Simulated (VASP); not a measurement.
Crystal: PbO.

```
CELL_PARAMETERS angstrom
3.88650 0.00000 0.00000
0.00000 3.88650 0.00000
0.00000 0.00000 4.98021
ATOMIC_POSITIONS crystal
Pb 0.00000 0.50000 0.23537
Pb 0.50000 0.00000 0.76463
O 0.50000 0.50000 0.00000
O 0.00000 0.00000 0.00000
```

* Program: VASP 6.6.1
* Task: relaxation of cell and atoms
* Functional: PBE
* Dispersion: D3(BJ)
* Potentials or basis: VASP PAW PBE potentials, release 64 (Pb_d, O)
* Cutoff: 600 eV
* k mesh: 6 × 6 × 6
* Occupations: fermi-dirac, width 0.02 eV
* Spin: no spin polarisation

At the start: pressure 8.5 GPa; volume 18.81 Å³/atom.

Q: Where does the relaxation end?

A: Over 16 steps the energy falls by 44.4 meV/atom and the volume is 20.23 Å³/atom (+7.5 %); space group P4/nmm (No. 129, to 0.1 Å) before and after.

The path:
```csv
step,energy change (eV),largest force (eV/Å),pressure (GPa),volume (Å³)
1,0.0000,1.2470,8.45,75.23
2,0.0062,1.4596,-5.99,86.55
3,-0.1645,0.2455,0.16,80.47
4,-0.1645,0.2196,0.29,80.36
5,-0.1732,0.1077,0.16,80.86
6,-0.1770,0.0270,0.00,81.51
7,-0.1770,0.0219,0.01,81.48
8,-0.1770,0.0050,-0.07,81.49
9,-0.1771,0.0149,-0.16,81.51
10,-0.1771,0.0153,-0.16,81.49
11,-0.1772,0.0158,-0.16,81.43
12,-0.1773,0.0171,-0.15,81.32
13,-0.1774,0.0196,-0.13,81.09
14,-0.1774,0.0204,-0.13,80.99
15,-0.1774,0.0054,0.01,80.89
16,-0.1774,0.0031,-0.01,80.90
```

Final structure:
```cif
data_structure
_symmetry_space_group_name_H-M 'P 1'
_symmetry_Int_Tables_number 1
_cell_length_a 4.0367
_cell_length_b 4.0367
_cell_length_c 4.9648
_cell_angle_alpha 90.000
_cell_angle_beta 90.000
_cell_angle_gamma 90.000
_cell_volume 80.90
loop_
_atom_site_label
_atom_site_type_symbol
_atom_site_fract_x
_atom_site_fract_y
_atom_site_fract_z
_atom_site_occupancy
Pb1 Pb 0.00000 0.50000 0.23919 1
Pb2 Pb 0.50000 0.00000 0.76081 1
O1 O 0.50000 0.50000 0.00000 1
O2 O 0.00000 0.00000 0.00000 1
```
